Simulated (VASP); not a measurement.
Here is a VASP 6.6.1 calculation.

Contents of INCAR:

```
PREC = Accurate ; ENCUT = 520
EDIFF = 1E-6 ; ISMEAR = -1
SIGMA = 0.05 ; LREAL = F
LASPH = T ; NELM = 150
ALGO = Normal ; ISIF = 2
LWAVE = F ; LCHARG = F
ISPIN = 2 ; MAGMOM = 2 2
LORBIT = 11 ; LMAXMIX = 4
NBANDS = 20
```

Contents of KPOINTS:

```
Automatic mesh
0
Gamma
  12 12 7
```

The input POSCAR:

```
Co
1.0
    2.4275842314      0.0000000000      0.0000000000
   -1.2137921157      2.1023496142      0.0000000000
    0.0000000000      0.0000000000      3.9170902650
Co
2
Direct
    0.6666666667      0.3333333333      0.7500000000
    0.3333333333      0.6666666667      0.2500000000
```

Potentials or basis: VASP PAW LDA potentials, release 64 (Co).

Run with:

```console
$ cat potpaw_LDA.64/Co/POTCAR > POTCAR
$ mpirun -np 1 vasp_std > vasp.out
```

(1) Estimate the site moments.

(2) Estimate the net moment.

(3) What does it give for the pressure?

## Answers

(1) Co +1.47 μB.

(2) 2.96 μB per cell.

(3) -1.0 GPa.
